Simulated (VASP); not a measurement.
# FeP3 (Pm-3m) in VASP: further runs

FeP3 is run at these levels: PBE; tasks: single point, relaxation of cell and atoms.

Program: VASP 6.6.1. These are calculated values, not measurements. Logs are shortened: lines on timing, memory, paths and dates and some standing lists are left out, and cuts for length are marked.

## (1) The cell of the first run

It takes space group Pm-3m (No. 221, cubic). The conventional cell has a = 3.750 Å, b = 3.750 Å, c = 3.750 Å, α = 90.00°, β = 90.00°, γ = 90.00°. Fe (site symmetry m-3m) has 12 P at 2.65 Å within 3.5 Å. P (site symmetry 4/mmm) has 4 Fe at 2.65 Å and 8 P at 2.65 Å within 3.5 Å.

## (2) Single point, PBE, collinear spin, ferromagnetic start

File INCAR:

```
SYSTEM = FeP3
ALGO     = Normal         ! electronic algorithm
EDIFF    = 1E-7           ! SCF threshold, eV
ENCUT    = 520            ! plane-wave cutoff, eV
GGA      = PE             ! functional
ISIF     = 2              ! what is computed and relaxed
ISMEAR   = 0              ! smearing method
ISPIN    = 2              ! spin polarisation
LASPH    = .TRUE.         ! aspherical terms in the spheres
LCHARG   = .TRUE.         ! write CHGCAR
LELF     = .TRUE.         ! ELF
LMAXMIX  = 4              ! l up to which the mixer works
LORBIT   = 11             ! projections on sites
LREAL    = .FALSE.        ! projectors in reciprocal space
LVHAR    = .TRUE.       
LWAVE    = .FALSE.        ! write WAVECAR
MAGMOM   = 2.35 -0.12 -0.12 -0.12 ! initial moments
NBANDS   = 24             ! bands
NELM     = 150            ! most SCF steps
PREC     = Accurate       ! precision mode
SIGMA    = 0.1            ! smearing width, eV
```

File KPOINTS:

```
k-points
0
G
  4 4 4
  0 0 0
```

File POSCAR:

```
FeP3
1.0
    3.7501840276      0.0000000000      0.0000000000
    0.0000000000      3.7501840276      0.0000000000
    0.0000000000      0.0000000000      3.7501840276
Fe P
1 3
Direct
    0.0000000000      0.0000000000      0.0000000000
    0.0000000000      0.5000000000      0.5000000000
    0.5000000000      0.0000000000      0.5000000000
    0.5000000000      0.5000000000      0.0000000000
```

Potentials or basis: VASP PAW PBE potentials, release 64 (Fe, P).

Started as:

```
$ cat potpaw_PBE.64/Fe/POTCAR potpaw_PBE.64/P/POTCAR > POTCAR
$ mpirun -np 1 vasp_std > vasp.out
```

OUTCAR:

```text
SYSTEM = FeP3
   EDIFF = 1E-7
   ENCUT = 520
   GGA = PE
   ISIF = 2
   ISMEAR = 0
   ISPIN = 2
   LASPH = .TRUE.
   LORBIT = 11
   LREAL = .FALSE.
   NELM = 150
   PREC = Accurate

 ion  position               nearest neighbor table
   1  0.000  0.000  0.000-   2 2.65   3 2.65   4 2.65   2 2.65   3 2.65   2 2.65   4 2.65   2 2.65
                             3 2.65   4 2.65   3 2.65   4 2.65
   2  0.000  0.500  0.500-   1 2.65   3 2.65   4 2.65   1 2.65   4 2.65   1 2.65   3 2.65   1 2.65
                             3 2.65   4 2.65   4 2.65   3 2.65
   3  0.500  0.000  0.500-   1 2.65   2 2.65   4 2.65   1 2.65   4 2.65   2 2.65   4 2.65   4 2.65
                             1 2.65   2 2.65   1 2.65   2 2.65
   4  0.500  0.500  0.000-   1 2.65   2 2.65   3 2.65   2 2.65   3 2.65   1 2.65   3 2.65   3 2.65
                             1 2.65   2 2.65   2 2.65   1 2.65

  LATTYP: Found a simple cubic cell.
 ALAT       =     3.7501840276

  Lattice vectors:

 A1 = (   3.7501840276,   0.0000000000,   0.0000000000)
 A2 = (   0.0000000000,   3.7501840276,   0.0000000000)
 A3 = (   0.0000000000,   0.0000000000,   3.7501840276)

Analysis of symmetry for initial positions (statically):
=====================================================================
 Subroutine PRICEL returns:
 Original cell was already a primitive cell.

 Routine SETGRP: Setting up the symmetry group for a
 simple cubic supercell.

 Subroutine GETGRP returns: Found 48 space group operations
 (whereof 48 operations were pure point group operations)
 out of a pool of 48 trial point group operations.

The static configuration has the point symmetry O_h .

Analysis of symmetry for dynamics (positions and initial velocities):
=====================================================================
 Subroutine PRICEL returns:
 Original cell was already a primitive cell.

 Routine SETGRP: Setting up the symmetry group for a
 simple cubic supercell.

 Subroutine GETGRP returns: Found 48 space group operations
 (whereof 48 operations were pure point group operations)
 out of a pool of 48 trial point group operations.

The dynamic configuration has the point symmetry O_h .

Analysis of structural, dynamic, and magnetic symmetry:
=====================================================================
 Subroutine PRICEL returns:
 Original cell was already a primitive cell.

 Routine SETGRP: Setting up the symmetry group for a
 simple cubic supercell.

 Subroutine GETGRP returns: Found 48 space group operations
[... 120 lines left out ...]
   IVDW    =     0    specifies the selected vdW correction
   LEPSILON=     F    determine dielectric tensor
   LRPA    =     F    only Hartree local field effects (RPA)
 spin polarized calculation
 Gauss-broadening in eV      SIGMA  =   0.10
  energy-cutoff  :      520.00
  volume of cell :       52.74
 maximum number of plane-waves:      1452
 NGX is ok and might be reduce to    28
   NGX = 13   NGY = 13   NGZ = 13

 number of electron      23.0000004 magnetization       1.1248951

 Free energy of the ion-electron system (eV)
  ---------------------------------------------------
  ext. energy  EPLUGINS =         0.00000000
  ---------------------------------------------------
  free energy    TOTEN  =       -21.98380788 eV

  energy without entropy =      -21.96577762  energy(sigma->0) =      -21.97479275

 E-fermi :   9.7709     XC(G=0): -11.9956

 val. band max:        9.7705224581   @ k =   0.2500   0.2500   0.0000
 cond. band min:       9.9303668455   @ k =   0.5000   0.0000   0.0000
 fundamental gap:      0.1598443874
 Fermi energy:         9.7709434518

 spin component 1

 k-point     1 :       0.0000    0.0000    0.0000
  band No.  band energies     occupation
      1      -6.4410      1.00000
      2       1.8353      1.00000
      3       1.8353      1.00000
      4       3.6053      1.00000
      5       3.6053      1.00000
      6       3.6053      1.00000
[... 249 lines left out ...]
     22      20.8346      0.00000
     23      20.8346      0.00000
 Fermi energy:         9.7709434518

 spin component 2

 k-point     1 :       0.0000    0.0000    0.0000
  band No.  band energies     occupation
      1      -6.5096      1.00000
      2       1.7749      1.00000
      3       1.7749      1.00000
      4       3.5377      1.00000
      5       3.5377      1.00000
      6       3.5377      1.00000
[... 249 lines left out ...]
     22      20.7438      0.00000
     23      20.7438      0.00000
 [bands above 23 left out]

------------------------ aborting loop because EDIFF is reached ----------------------------------------

  FORCE on cell =-STRESS in cart. coord.  units (eV):
  Direction    XX          YY          ZZ          XY          YZ          ZX
  --------------------------------------------------------------------------------------
  -------------------------------------------------------------------------------------
  Total       -0.0074640     -0.0074640     -0.0074640      0.0000000      0.0000000     -0.0000000
  in kB       -0.2267381     -0.2267381     -0.2267381      0.0000000      0.0000000     -0.0000000
  external PRESSURE =      -0.2267381 kB  Pullay stress =       0.0000000 kB

 VOLUME and BASIS-vectors are now :
 -----------------------------------------------------------------------------
  energy-cutoff  :      520.00
  volume of cell :       52.74
      direct lattice vectors                 reciprocal lattice vectors
     3.750184028  0.000000000  0.000000000     0.266653581  0.000000000  0.000000000
     0.000000000  3.750184028  0.000000000     0.000000000  0.266653581  0.000000000
     0.000000000  0.000000000  3.750184028     0.000000000  0.000000000  0.266653581

 POSITION                                       TOTAL-FORCE (eV/Angst)
 -----------------------------------------------------------------------------------
      0.00000      0.00000      0.00000         0.000000      0.000000      0.000000
      0.00000      1.87509      1.87509         0.000000      0.000000      0.000000
      1.87509      0.00000      1.87509         0.000000      0.000000      0.000000
      1.87509      1.87509      0.00000         0.000000      0.000000      0.000000
 -----------------------------------------------------------------------------------
    total drift:                               -0.000000      0.000000      0.000000

  FREE ENERGIE OF THE ION-ELECTRON SYSTEM (eV)
  ---------------------------------------------------
  free  energy   TOTEN  =       -21.9838078818 eV

  energy  without entropy=      -21.9657776237  energy(sigma->0) =      -21.97479275

 total charge

# of ion       s       p       d       tot
------------------------------------------
    1        0.346   0.333   6.421   7.100
    2        1.156   1.192   0.000   2.348
    3        1.156   1.192   0.000   2.348
    4        1.156   1.192   0.000   2.348
--------------------------------------------------
tot          3.813   3.909   6.421  14.144

 magnetization (x)

# of ion       s       p       d       tot
------------------------------------------
    1        0.000   0.017   1.364   1.381
    2        0.002  -0.047   0.000  -0.045
    3        0.002  -0.047   0.000  -0.045
    4        0.002  -0.047   0.000  -0.045
--------------------------------------------------
tot          0.007  -0.123   1.364   1.247
```

OSZICAR:

```text
N       E                     dE             d eps       ncg     rms          rms(c)
DAV:   1     0.109018280858E+03    0.10902E+03   -0.97456E+03   968   0.928E+02
DAV:   2    -0.151234117241E+02   -0.12414E+03   -0.11429E+03  1016   0.212E+02
DAV:   3    -0.237084330344E+02   -0.85850E+01   -0.81849E+01  1256   0.554E+01
DAV:   4    -0.238931191845E+02   -0.18469E+00   -0.18427E+00  1104   0.782E+00
DAV:   5    -0.238979501213E+02   -0.48309E-02   -0.48303E-02  1288   0.134E+00    0.192E+01
DAV:   6    -0.443215492634E+02   -0.20424E+02   -0.16332E+02  1160   0.104E+02    0.567E+01
DAV:   7    -0.228565439184E+02    0.21465E+02   -0.20727E+01  1176   0.982E+01    0.115E+01
DAV:   8    -0.219610153404E+02    0.89553E+00   -0.76287E+00  1392   0.221E+01    0.398E+00
DAV:   9    -0.219688324691E+02   -0.78171E-02   -0.45605E-01  1232   0.402E+00    0.237E+00
DAV:  10    -0.219792697504E+02   -0.10437E-01   -0.13850E-02  1112   0.800E-01    0.979E-01
DAV:  11    -0.219839069322E+02   -0.46372E-02   -0.44395E-03  1256   0.516E-01    0.581E-01
DAV:  12    -0.219837085903E+02    0.19834E-03   -0.19323E-03  1328   0.271E-01    0.168E-01
DAV:  13    -0.219838351382E+02   -0.12655E-03   -0.32010E-04  1216   0.135E-01    0.584E-02
DAV:  14    -0.219838144594E+02    0.20679E-04   -0.34777E-05  1440   0.466E-02    0.316E-02
DAV:  15    -0.219838085498E+02    0.59096E-05   -0.83908E-06  1456   0.215E-02    0.150E-02
DAV:  16    -0.219838081186E+02    0.43123E-06   -0.27771E-06  1400   0.109E-02    0.426E-03
DAV:  17    -0.219838079058E+02    0.21276E-06   -0.38915E-07   816   0.431E-03    0.995E-04
DAV:  18    -0.219838078818E+02    0.24005E-07   -0.38032E-08   568   0.155E-03
   1 F= -.21983808E+02 E0= -.21974793E+02  d E =-.180303E-01  mag=     1.1250
```

stdout:

```text
POSCAR found type information on POSCAR FeP
 POSCAR found :  2 types and       4 ions
 scaLAPACK will be used
 LDA part: xc-table for (Slater+PW92), standard interpolation
 POSCAR, INCAR and KPOINTS ok, starting setup
 FFT: planning ... GRIDC
 FFT: planning ... GRID_SOFT
 FFT: planning ... GRID
 WAVECAR not read
 entering main loop
```

Run time: 71 s. Hardware: 1 thread of Intel Xeon 8259CL, shared host; peak memory 0.18 GiB.

What came out:

| Property | Result |
| --- | --- |
| Free energy | -21.9838 eV |
| Pressure | 0.0 GPa |
| Net moment | 1.12 μB per cell |
| Site moments | Fe +1.38; P -0.04 μB |
| Valence electrons inside the program's atomic spheres | Fe 7.10; P 2.35 |

Caveat: the k points lie up to 0.42 Å⁻¹ apart; a cell with one magnetic atom can't hold antiferromagnetic order, which such compounds often take.

(Continued in part 2 of 2.)
